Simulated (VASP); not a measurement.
TiSi16 (a cell with a defect): single point with PBE

TiSi16 (a cell with a defect):

```xyz
17
Lattice="0.0000 5.4300 5.4300 5.4300 0.0000 5.4300 5.4300 5.4300 0.0000" Properties=species:S:1:pos:R:3 pbc="T T T"
Si    0.5048    0.1374   -0.2830
Si    0.4718    1.1941    1.9020
Si    2.3972    2.3521   -0.2501
Si    4.0300    4.0245    0.9202
Si    2.2499    0.0361    2.6698
Si    4.0753    1.2510    4.0696
Si    5.3174    2.5587    2.3969
Si    6.5351    3.7948    3.7802
Si   -0.2628    3.1495    3.2532
Si    2.0410    4.5077    4.0922
Si    3.2539    5.4671    2.5793
Si    4.1998    6.8287    4.2545
Si    2.9337    2.7887    5.4938
Si    4.1026    4.3569    7.0313
Si    5.5371    5.3023    5.3139
Si    6.8936    6.8296    6.9723
Ti    6.8347    3.9290    6.8453
```

```json
{"Program": "VASP 6.6.1", "Task": "single point", "Functional": "PBE", "Potentials or basis": "VASP PAW PBE potentials, release 64 (Si, Ti_sv)", "Cutoff": "520 eV", "k mesh": "2 × 2 × 2", "Occupations": "fermi-dirac, width 0.05 eV", "Spin": "no spin polarisation", "Dipole correction": "no", "Further INCAR settings": "LREAL = Auto; ALGO = Normal; EDIFF = 1e-06; NBANDS = 52"}
```

```yaml
Pressure: 2.5 GPa
Largest_force: 3.671 eV/Å
Band_gap_on_the_k_mesh: zero (bands 38 and 39 overlap by 0.07 eV)
```

Forces in eV/Å, atoms in the order of the input:
```
Si  -2.940  1.321  1.552
Si   0.014  0.483 -1.316
Si  -0.925  0.258  1.159
Si   0.779 -0.800 -0.542
Si   2.255  0.102  0.978
Si  -0.241  0.123 -0.808
Si  -3.328  0.517  0.589
Si   1.106  0.497  1.183
Si   1.735  0.997  0.047
Si  -0.492 -3.266  0.364
Si   0.632  1.473 -1.476
Si  -0.127 -0.587 -0.190
Si   0.082 -0.056  0.757
Si  -1.215 -0.516 -1.228
Si   0.048  0.686  0.642
Si   2.486 -1.528 -2.228
Ti   0.132  0.297  0.518
```

Stress tensor (GPa, compression positive):
```
 1.86 -3.23 -2.82
-3.23  3.16  0.85
-2.82  0.85  2.45
```

Levels at points of the mesh, in eV from the Fermi level:
```
           k point  band 34  band 35  band 36  band 37  band 38  band 39  band 40  band 41  band 42  band 43
(0.00, 0.00, 0.00)    -1.04    -0.92    -0.54    -0.41    -0.14    -0.06     0.18     0.24     0.56     0.75
(0.50, 0.00, 0.00)    -1.15    -0.83    -0.68    -0.33    -0.06     0.24     0.45     0.65     0.77     0.98
(0.00, 0.50, 0.00)    -1.11    -1.07    -0.75    -0.51    -0.21     0.11     0.39     0.71     0.85     0.90
(0.00, 0.00, 0.50)    -1.51    -1.30    -0.47    -0.28    -0.18     0.08     0.17     0.58     0.84     0.88
(0.50, 0.50, 0.50)    -1.44    -1.14    -0.58    -0.33    -0.08     0.14     0.23     0.40     0.83     1.02
(0.50, 0.50, 0.00)    -1.50    -1.08    -0.69    -0.58    -0.11     0.41     0.69     0.85     1.09     1.35
(0.00, 0.50, 0.50)    -1.43    -1.09    -0.95    -0.50    -0.18     0.49     0.66     0.85     1.20     1.27
(0.50, 0.00, 0.50)    -1.38    -1.31    -0.94    -0.45     0.01     0.44     0.78     0.91     1.19     1.43
```

It took 3.4 min on 1 thread of Intel(R) Xeon(R) 6975P-C (Granite Rapids), with other jobs on the host, peak memory 0.47 GiB.

Caveat: the k points lie up to 0.50 Å⁻¹ apart; the atoms stand as in a frame of molecular dynamics.
